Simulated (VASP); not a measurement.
# LaRe (Pm-3m) in VASP: notebook, part 2 of 3

VASP 6.6.1.

## 3. Single point, r2SCAN (21.90 Å³/atom)

This run uses another cell than the first one, of 21.90 Å³/atom.

POSCAR

```
LaRe
1.0
    3.5250528324      0.0000000000      0.0000000000
    0.0000000000      3.5250528324      0.0000000000
    0.0000000000      0.0000000000      3.5250528324
La Re
1 1
Direct
    0.0000000000      0.0000000000      0.0000000000
    0.5000000000      0.5000000000      0.5000000000
```

INCAR.step1

```
SYSTEM = LaRe
PREC = Accurate
ENCUT = 520
ISMEAR = 0
SIGMA = 0.05
LREAL = .FALSE.
LASPH = .TRUE.
NELM = 60
NBANDS = 16
GGA = PE
ALGO = Normal
EDIFF = 1E-4
LWAVE = .TRUE.
LCHARG = .FALSE.
```

INCAR.step2

```
SYSTEM = LaRe
PREC = Accurate
ENCUT = 520
EDIFF = 1E-7
ISMEAR = 0
SIGMA = 0.05
LREAL = .FALSE.
LASPH = .TRUE.
NELM = 60
ALGO = Normal
ISIF = 2
LWAVE = .FALSE.
LCHARG = .TRUE.
METAGGA = R2SCAN
LMIXTAU = .TRUE.
LELF = .TRUE.
LVHAR = .TRUE.
NBANDS = 16
ISTART = 1
```

KPOINTS

```
regular mesh
0
G
  10 10 10
  0 0 0
```

Potentials or basis: VASP PAW PBE potentials, release 64 (La, Re).

Run with:

```bash
$ cat potpaw_PBE.64/La/POTCAR potpaw_PBE.64/Re/POTCAR > POTCAR
$ cp INCAR.step1 INCAR
$ mpirun -np 1 vasp_std > vasp.out
$ cp INCAR.step2 INCAR
$ mpirun -np 1 vasp_std > vasp.out
```

OUTCAR:

```text
SYSTEM = LaRe
   PREC = Accurate
   ENCUT = 520
   EDIFF = 1E-7
   ISMEAR = 0
   LREAL = .FALSE.
   LASPH = .TRUE.
   NELM = 60
   ISIF = 2
   METAGGA = R2SCAN
   ISTART = 1

 ion  position               nearest neighbor table
   1  0.000  0.000  0.000-   2 3.05   2 3.05   2 3.05   2 3.05   2 3.05   2 3.05   2 3.05   2 3.05

   2  0.500  0.500  0.500-   1 3.05   1 3.05   1 3.05   1 3.05   1 3.05   1 3.05   1 3.05   1 3.05

  LATTYP: Found a simple cubic cell.
 ALAT       =     3.5250528324

  Lattice vectors:

 A1 = (   3.5250528324,   0.0000000000,   0.0000000000)
 A2 = (   0.0000000000,   3.5250528324,   0.0000000000)
 A3 = (   0.0000000000,   0.0000000000,   3.5250528324)

Analysis of symmetry for initial positions (statically):
=====================================================================
 Subroutine PRICEL returns:
 Original cell was already a primitive cell.

 Routine SETGRP: Setting up the symmetry group for a
 simple cubic supercell.

 Subroutine GETGRP returns: Found 48 space group operations
 (whereof 48 operations were pure point group operations)
 out of a pool of 48 trial point group operations.

The static configuration has the point symmetry O_h .

Analysis of symmetry for dynamics (positions and initial velocities):
=====================================================================
 Subroutine PRICEL returns:
 Original cell was already a primitive cell.

 Routine SETGRP: Setting up the symmetry group for a
 simple cubic supercell.

 Subroutine GETGRP returns: Found 48 space group operations
 (whereof 48 operations were pure point group operations)
 out of a pool of 48 trial point group operations.

The dynamic configuration has the point symmetry O_h .

 Subroutine INISYM returns: Found 48 space group operations
 (whereof 48 operations are pure point group operations),
 and found     1 'primitive' translations

----------------------------------------------------------------------------------------

                                     Primitive cell

  volume of cell :      43.8023

  direct lattice vectors                    reciprocal lattice vectors
     3.525052832  0.000000000  0.000000000     0.283683691  0.000000000  0.000000000
     0.000000000  3.525052832  0.000000000     0.000000000  0.283683691  0.000000000
     0.000000000  0.000000000  3.525052832     0.000000000  0.000000000  0.283683691

  length of vectors
     3.525052832  3.525052832  3.525052832     0.283683691  0.283683691  0.283683691

  position of ions in fractional coordinates (direct lattice)
     0.000000000  0.000000000  0.000000000
     0.500000000  0.500000000  0.500000000

  ion indices of the primitive-cell ions
   primitive index   ion index
                 1           1
                 2           2

----------------------------------------------------------------------------------------

 KPOINTS: regular mesh

Automatic generation of k-mesh.
 Grid dimensions read from file:
 generate k-points for:   10   10   10

 Generating k-lattice:

  Cartesian coordinates                     Fractional coordinates (reciprocal lattice)
     0.028368369  0.000000000  0.000000000     0.100000000  0.000000000  0.000000000
     0.000000000  0.028368369  0.000000000     0.000000000  0.100000000  0.000000000
     0.000000000  0.000000000  0.028368369     0.000000000  0.000000000  0.100000000

  Length of vectors
     0.028368369  0.028368369  0.028368369

  Shift w.r.t. Gamma in fractional coordinates (k-lattice)
     0.000000000  0.000000000  0.000000000

 Subroutine IBZKPT returns following result:
 ===========================================

 Found     56 irreducible k-points:

 Following reciprocal coordinates:
            Coordinates               Weight
  0.000000  0.000000  0.000000      1.000000
  0.100000  0.000000  0.000000      6.000000
  0.200000  0.000000  0.000000      6.000000
  0.300000  0.000000  0.000000      6.000000
  0.400000  0.000000  0.000000      6.000000
  0.500000  0.000000  0.000000      3.000000
[... 16 lines left out ...]
  0.200000  0.100000  0.100000     24.000000
  0.300000  0.100000  0.100000     24.000000
 [... further k-points ...]
   k-points           NKPTS =     56   k-points in BZ     NKDIM =     56   number of bands    NBANDS=     16
   number of dos      NEDOS =    301   number of ions     NIONS =      2
   total plane-waves  NPLWV =  21952
   dimension x,y,z NGX =    28 NGY =   28 NGZ =   28
   dimension x,y,z NGXF=    56 NGYF=   56 NGZF=   56
   ions per type =               1   1
   NGX,Y,Z   is equivalent  to a cutoff of  13.21, 13.21, 13.21 a.u.
   NGXF,Y,Z  is equivalent  to a cutoff of  26.41, 26.41, 26.41 a.u.
 SYSTEM =  LaRe
   PREC   = accura    normal or accurate (medium, high low for compatibility)
   ISTART =      1    job   : 0-new  1-cont  2-samecut
   ICHARG =      0    charge: 1-file 2-atom 10-const
   ISPIN  =      1    spin polarized calculation?
   LNONCOLLINEAR =      F non collinear calculations
   LSORBIT =      F    spin-orbit coupling
   LASPH  =      T    aspherical Exc in radial PAW
   ENCUT  =  520.0 eV  38.22 Ry    6.18 a.u.   6.55  6.55  6.55*2*pi/ulx,y,z
   NELM   =     60;   NELMIN=  2; NELMDL=  0     # of ELM steps
   EDIFF  = 0.1E-06   stopping-criterion for ELM
   LREAL  =      F    real-space projection
   EDIFFG = 0.1E-05   stopping-criterion for IOM
   NSW    =      0    number of steps for IOM
   IBRION =     -1    ionic relax: 0-MD 1-quasi-New 2-CG
   NFREE  =      0    steps in history (QN), initial steepest desc. (CG)
   ISIF   =      2    stress and relaxation
   ISYM   =      2    0-nonsym 1-usesym 2-fastsym
   POTIM  = 0.5000    time-step for ionic-motion
   TEBEG  =    0.0;   TEEND  =   0.0 temperature during run
   PSTRESS=    0.0 pullay stress
   NELECT =      18.0000    total number of electrons
   NUPDOWN=      -1.0000    fix difference up-down
   EMIN   =  10.00;   EMAX   =-10.00  energy-range for DOS
   EFERMI =   0.00;   METHOD = LEGACY
   ISMEAR =     0;   SIGMA  =   0.05  broadening in eV -4-tet -1-fermi 0-gaus
   EFERMI_NEDOS =   21; number of points for ismear=-14 and -15
   IALGO  =     38    algorithm
   IMIX   =      4    mixing-type and parameters
     AMIX     =   0.40;   BMIX     =  1.00
     AMIX_MAG =   1.60;   BMIX_MAG =  1.00
  volume/ion in A,a.u.               =      21.90       147.80
  Fermi-wavevector in a.u.,A,eV,Ry     =   1.217120  2.300023 20.155411  1.481381
  Thomas-Fermi vector in A             =   2.352451
   LORBIT       =      0    0 simple, 1 ext, 2 COOP (PROOUT), +10 PAW based schemes
   METAGGA = R2SCAN    functional components
   LHFCALC =     F    Hartree Fock is set to
   AEXX    =    0.0000 exact exchange contribution
   IVDW    =     0    specifies the selected vdW correction
   LEPSILON=     F    determine dielectric tensor
   LRPA    =     F    only Hartree local field effects (RPA)
 non-spin polarized calculation
 Gauss-broadening in eV      SIGMA  =   0.05
  energy-cutoff  :      520.00
  volume of cell :       43.80
 maximum number of plane-waves:      1208
 NGX is ok and might be reduce to    28
   NGX = 13   NGY = 13   NGZ = 13

 number of electron      17.9999999 magnetization

 Free energy of the ion-electron system (eV)
  ---------------------------------------------------
  ext. energy  EPLUGINS =         0.00000000
  ---------------------------------------------------
  free energy    TOTEN  =       -80.47003432 eV

  energy without entropy =      -80.46569285  energy(sigma->0) =      -80.46786358

 E-fermi :   8.7317     XC(G=0): -12.5886

 val. band max:        8.7181910060   @ k =   0.4000   0.2000   0.2000
 cond. band min:       8.7419448661   @ k =   0.3000   0.1000   0.1000
 fundamental gap:      0.0237538601
 Fermi energy:         8.7316996302

 k-point     1 :       0.0000    0.0000    0.0000
  band No.  band energies     occupation
      1     -23.6420      2.00000
      2      -6.4556      2.00000
      3      -6.4556      2.00000
      4      -6.4556      2.00000
      5       3.5676      2.00000
      6       5.2958      2.00000
[... 8 lines left out ...]
     15      12.8563      0.00000
     16      12.8564      0.00000
[... 419 lines left out ...]
 k-point    24 :       0.3000    0.1000    0.1000
  band No.  band energies     occupation
      1     -23.4994      2.00000
      2      -7.5300      2.00000
      3      -6.5501      2.00000
      4      -6.5482      2.00000
      5       5.6923      2.00000
      6       6.2287      2.00000
[... 8 lines left out ...]
     15      13.1421      0.00000
     16      13.1600      0.00000

 [... further k-points ...]

------------------------ aborting loop because EDIFF is reached ----------------------------------------

  FORCE on cell =-STRESS in cart. coord.  units (eV):
  Direction    XX          YY          ZZ          XY          YZ          ZX
  --------------------------------------------------------------------------------------
  -------------------------------------------------------------------------------------
  Total        1.1330693      1.1330693      1.1330693      0.0000000      0.0000000      0.0000000
  in kB       41.4448121     41.4448121     41.4448121      0.0000000      0.0000000      0.0000000
  external PRESSURE =      41.4448121 kB  Pullay stress =       0.0000000 kB

 VOLUME and BASIS-vectors are now :
 -----------------------------------------------------------------------------
  energy-cutoff  :      520.00
  volume of cell :       43.80
      direct lattice vectors                 reciprocal lattice vectors
     3.525052832  0.000000000  0.000000000     0.283683691  0.000000000  0.000000000
     0.000000000  3.525052832  0.000000000     0.000000000  0.283683691  0.000000000
     0.000000000  0.000000000  3.525052832     0.000000000  0.000000000  0.283683691

 POSITION                                       TOTAL-FORCE (eV/Angst)
 -----------------------------------------------------------------------------------
      0.00000      0.00000      0.00000         0.000000      0.000000      0.000000
      1.76253      1.76253      1.76253         0.000000      0.000000      0.000000
 -----------------------------------------------------------------------------------
    total drift:                                0.000000      0.000000      0.000000

  FREE ENERGIE OF THE ION-ELECTRON SYSTEM (eV)
  ---------------------------------------------------
  free  energy   TOTEN  =       -80.4700343166 eV

  energy  without entropy=      -80.4656928522  energy(sigma->0) =      -80.46786358
```

Run time: 5.1 min. Hardware: 1 thread of AMD EPYC 7R43 (Zen 3), shared host; peak memory 0.18 GiB.

What came out:

```yaml
Free_energy: -80.4700 eV
Pressure: 4.1 GPa
Band_gap_on_the_k_mesh: zero (bands 9 and 10 overlap by 2.42 eV)
```

Caveat: the cell stands under pressure; the PAW data sets were made with another functional, which shifts forces and pressure a little; spin-orbit coupling is left out, which moves the levels of the heavy elements.

(Part 2 of 3 ends here.)

The gap in the log of VASP goes by the Fermi energy; the results here count the filled bands.